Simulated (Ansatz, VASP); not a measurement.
## GaN: VASP beside Ansatz

```
Ga N
1.0
     0.00000    2.25350    2.25350
     2.25350    0.00000    2.25350
     2.25350    2.25350    0.00000
Ga N
1 1
Direct
  0.00000 0.00000 0.00000
  0.25000 0.25000 0.25000
```

Alike in both runs: functional LDA; k mesh 7 × 7 × 7; occupations fermi-dirac, width 0.05 eV; non-collinear spin, spin-orbit coupling.

|  | VASP | Ansatz |
| --- | --- | --- |
| version | VASP 6.6.1 | Ansatz 0.2.0 |
| potentials or method | VASP PAW LDA potentials, release 64 (Ga_d, N), cutoff 520 eV | all-electron LAPW, relativistic spinors |
| task | single point | band structure |

```csv
,VASP,Ansatz,Ansatz less VASP
pressure (GPa),-5.5,-6.3,-0.81
net moment per atom (μB),0.00,0.00,0.000
```

LDA's correlation is that of Perdew and Zunger in VASP and of Perdew and Wang (1992) in Ansatz. Ansatz ran all-electron here, and VASP with PAW potentials.
